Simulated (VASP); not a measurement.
AlAs:

```
Al As
1.0
     0.00000    2.83892    2.83892
     2.83892    0.00000    2.83892
     2.83892    2.83892    0.00000
Al As
1 1
Direct
  0.00000 0.00000 0.00000
  0.75000 0.75000 0.75000
```

Base run:

| Quantity | Value |
| --- | --- |
| Program | VASP 6.6.1 |
| Functional | PBE |
| Potentials or basis | VASP PAW PBE potentials, release 64 (Al, As) |
| Cutoff | 500 eV |
| k mesh | 6 × 6 × 6 |
| Occupations | gaussian, width 0.01 eV |
| Spin | no spin polarisation |

Its results: band gap on the k mesh 1.45 eV (least direct gap 1.99 eV); pressure 2.1 GPa.

Q: The run is repeated on the same cell with these changes: functional from PBE to HSE06; cutoff from 500 eV to 400 eV. What comes out?

A: Band gap on the k mesh 2.10 eV (least direct gap 2.85 eV); pressure -0.1 GPa.

Caveats: the PAW data sets were made with another functional, which shifts forces and pressure a little (at least some runs).

A k mesh can miss the band edges.
